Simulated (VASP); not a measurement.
Wanted: the native input for a VASP 6.6.1 run.

```
Task                   : single point
Functional             : PBE
Potentials or basis    : VASP PAW PBE potentials, release 64 (Hf_pv, O)
Cutoff                 : 520 eV
k mesh                 : 6 × 6 × 6
Occupations            : gaussian, width 0.05 eV
Spin                   : no spin polarisation
Dipole correction      : no
Further INCAR settings : ALGO = Normal; EDIFF = 1e-06; NBANDS = 31
```

The structure of HfO2 lies in POSCAR:

```
HfO2
1.0
    3.5580193300      0.0000000000      0.0000000000
    0.0000000000      3.5580193300      0.0000000000
    0.0000000000      0.0000000000      5.1718612100
Hf O
2 4
Direct
    0.6462955849      0.5000000000      0.4422987157
    0.0000000000      0.0000000000      0.0000000000
    0.0000000000      0.5000000000      0.6972078800
    0.5000000000      0.0000000000      0.8027921200
    0.5000000000      0.0000000000      0.3027921200
    0.0000000000      0.5000000000      0.1972078800
```

This cell differs from its parent crystal: atom 1 (Hf) moved -0.600 Å towards its neighbour atom 3 (O) at 2.051 Å.

The input as run:

INCAR

```
PREC     = Accurate       # precision mode
ENCUT    = 520            # plane-wave cutoff, eV
EDIFF    = 1E-6           # SCF threshold, eV
ISMEAR   = 0              # smearing method
SIGMA    = 0.05           # smearing width, eV
LREAL    = False          # projectors in reciprocal space
LASPH    = True           # aspherical terms in the spheres
NELM     = 60             # most SCF steps
ALGO     = Normal         # electronic algorithm
ISIF     = 2              # what is computed and relaxed
LWAVE    = False          # write WAVECAR
LCHARG   = False          # write CHGCAR
GGA      = PE             # functional
NBANDS   = 31             # bands
```

KPOINTS

```
Automatic mesh
0
Gamma
  6 6 6
```

Potentials or basis: VASP PAW PBE potentials, release 64 (Hf_pv, O).

The run is started by

```console
$ cat potpaw_PBE.64/Hf_pv/POTCAR potpaw_PBE.64/O/POTCAR > POTCAR
$ mpirun -np 1 vasp_std > vasp.out
```

It gave:

```yaml
Pressure: 28.7 GPa
Largest_force: 10.786 eV/Å
Band_gap_on_the_k_mesh: 3.35 eV (least direct gap 3.76 eV)
```

Caveat: the cell differs from its parent crystal (atom 1 (Hf) moved -0.600 Å towards its neighbour atom 3 (O) at 2.051 Å); the stress differs along the axes, from 25 to 34 GPa; spin-orbit coupling is left out, which moves the levels of the heavy elements; forces of over 1 eV/Å act on the atoms, so gaps and moduli don't describe the material at rest.

It took 84 s on 1 thread of AMD EPYC 9R45 96-Core Processor (Zen 5), on a shared host, peak memory 0.24 GiB.
